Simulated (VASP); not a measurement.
Set up this calculation in VASP 6.6.1, as the native input.

```
Task                   : single point
Functional             : PBE
Potentials or basis    : VASP PAW PBE potentials, release 64 (C, H)
Cutoff                 : 520 eV
k mesh                 : 4 × 4 × 3
Occupations            : gaussian, width 0.1 eV
Spin                   : no spin polarisation
Dipole correction      : no
Further INCAR settings : LREAL = Auto; ALGO = Fast; EDIFF = 1e-06; NBANDS = 76
```

The structure of HC28 (a cell with a defect) lies in POSCAR:

```
HC28
1.0
    4.9330655670     -4.2721600996      0.0000000000
   -6.1663319588     -2.1360800497      0.0000000000
    0.0000000000      0.0000000000     -8.4654494173
C H
28 1
Direct
    0.6659870363      0.8371173903      0.7429724862
    0.2415819059      0.6934526733      0.7484408314
    0.8125908892      0.5446353128      0.7429607916
    0.3858177837      0.4081240583      0.7484456746
    0.9562562825      0.2638904216      0.7484437846
    0.5278880023      0.1218259303      0.7556154062
    0.1050771964     -0.0162810405      0.7429649260
    0.4684572550      0.8829484677      0.2539780104
    0.0399662649      0.7400367407      0.2538689790
    0.6111495764      0.5971214258      0.2538549218
    0.1827252191      0.4543638755      0.2539910044
    0.7541347521      0.3115092070      0.2539747028
    0.3255757796      0.1686332612      0.2539767110
   -0.1029564894      0.0259351732      0.2538561031
    0.4317170407      0.6474133236      0.7478475965
    1.0022947401      0.5000638452      0.7478406270
    0.5762888468      0.3597963395      0.7505492841
    0.1496485701      0.2179952713      0.7478468877
    0.7174594665      0.0734257567      0.7505509379
    0.2899165386      0.9322549179      0.7505478666
    0.8612222682      0.7884927295      0.7065867038
    0.4207586820      0.6448375132      0.2539495417
   -0.0077512548      0.5019187375      0.2539517861
    0.5636367033      0.3590721077      0.2539686783
    0.1351597294      0.2163266292      0.2539487148
    0.7065128989      0.0734489251      0.2539665520
    0.2780264416      0.9305758601      0.2539715134
    0.8493793543      0.7876963288      0.2538461804
    0.8611986848      0.7885075942      0.5731905964
```

The input as run:

INCAR

```
PREC = Accurate
ENCUT = 520
EDIFF = 1E-6
ISMEAR = 0
SIGMA = 0.1
LREAL = Auto
LASPH = True
NELM = 80
ALGO = Fast
ISIF = 2
LWAVE = False
LCHARG = False
GGA = PE
NBANDS = 76
```

KPOINTS

```
Automatic mesh
0
Gamma
  4 4 3
```

Potentials or basis: VASP PAW PBE potentials, release 64 (C, H).

Command:

```console
$ cat potpaw_PBE.64/C/POTCAR potpaw_PBE.64/H/POTCAR > POTCAR
$ mpirun -np 1 vasp_std > vasp.out
```

Results of the run:

- Pressure: 1.4 GPa
- Largest force: 0.021 eV/Å
- Band gap on the k mesh: zero (an odd number of electrons rules out a gap without spin polarisation)

It took 19 min on 1 thread of Oxide Virtual Turin-like Processor (shared host), peak memory 0.57 GiB.
